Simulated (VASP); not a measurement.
TiO, 6 atoms in the cell. Symmetry: Pm-3m, No. 221, cubic system. Conventional cell: a = 4.190 Å, b = 4.190 Å, c = 4.190 Å, α = 90.00°, β = 90.00°, γ = 90.00°. Within 2.8 Å of Ti (site symmetry 4/mmm) lie 4 O at 2.09 Å. O (site symmetry 4/mmm) has 4 Ti at 2.09 Å within 2.8 Å. 

* Program: VASP 6.6.1
* Task: single point
* Functional: r2SCAN
* Potentials or basis: VASP PAW PBE potentials, release 64 (Ti_sv, O)
* Cutoff: 520 eV
* k mesh: 10 × 10 × 10
* Occupations: gaussian, width 0.1 eV
* Spin: collinear spin
* Starting moments: [0.26, 0.26, 0.26, 0.0, 0.0, 0.0] μB
* Dipole correction: no
* Further INCAR settings: ALGO = Normal; EDIFF = 1e-07; NBANDS = 40

Potentials or basis: VASP PAW PBE potentials, release 64 (Ti_sv, O).

Command:

```bash
$ cat potpaw_PBE.64/Ti_sv/POTCAR potpaw_PBE.64/O/POTCAR > POTCAR
$ cp INCAR.step1 INCAR
$ mpirun -np 1 vasp_std > vasp.out
$ cp INCAR.step2 INCAR
$ mpirun -np 1 vasp_std > vasp.out
```

Hardware: 1 thread of Oxide Virtual Turin-like Processor, on a shared host.

Estimate the wall time of this run.

Wall time 20 min on 1 thread of Oxide Virtual Turin-like Processor (shared host), peak memory 0.34 GiB. Counts: k points 56.
